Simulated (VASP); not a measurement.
Crystal: BeAu.

```xyz
8
Lattice="4.7117 0.0000 0.0000 0.0000 4.7117 0.0000 0.0000 0.0000 4.7117" Properties=species:S:1:pos:R:3 pbc="T T T"
Be    3.9867    3.9867    3.9867
Be    3.0809    0.7251    1.6308
Be    1.6308    3.0809    0.7251
Be    0.7251    1.6308    3.0809
Au    0.7296    0.7296    0.7296
Au    1.6262    3.9821    3.0855
Au    3.0855    1.6262    3.9821
Au    3.9821    3.0855    1.6262
```

* Program: VASP 6.6.1
* Task: relaxation of cell and atoms
* Functional: LDA
* Potentials or basis: VASP PAW LDA potentials, release 64 (Be, Au)
* Cutoff: 600 eV
* k mesh: 8 × 8 × 8
* Occupations: gaussian, width 0.1 eV
* Spin: no spin polarisation

At the start: pressure -8.7 GPa; volume 13.08 Å³/atom.

Task: How do energy, volume and symmetry change on relaxing?

Result: Over 10 steps the energy falls by 20.8 meV/atom and the volume is 12.37 Å³/atom (-5.4 %); space group P2_13 (No. 198, to 0.1 Å) before and after.

Step by step:
```tsv
step	energy change (eV)	largest force (eV/Å)	pressure (GPa)	volume (Å³)
1	0.0000	0.0750	-8.75	104.60
2	-0.0278	0.0080	9.81	94.16
3	-0.1652	0.0505	-0.03	98.92
4	-0.1652	0.0494	0.13	98.81
5	-0.1656	0.0399	0.14	98.81
6	-0.1665	0.0153	0.16	98.82
7	-0.1660	0.0299	0.22	98.83
8	-0.1666	0.0034	0.18	98.82
9	-0.1663	0.0017	-0.49	99.18
10	-0.1667	0.0022	-0.04	98.93
```

Final structure:
```
Be Au
1.0
     4.62492    0.00000    0.00000
     0.00000    4.62492    0.00000
     0.00000    0.00000    4.62492
Be Au
4 4
Direct
  0.84560 0.84560 0.84560
  0.65440 0.15440 0.34560
  0.34560 0.65440 0.15440
  0.15440 0.34560 0.65440
  0.15295 0.15295 0.15295
  0.34705 0.84705 0.65295
  0.65295 0.34705 0.84705
  0.84705 0.65295 0.34705
```
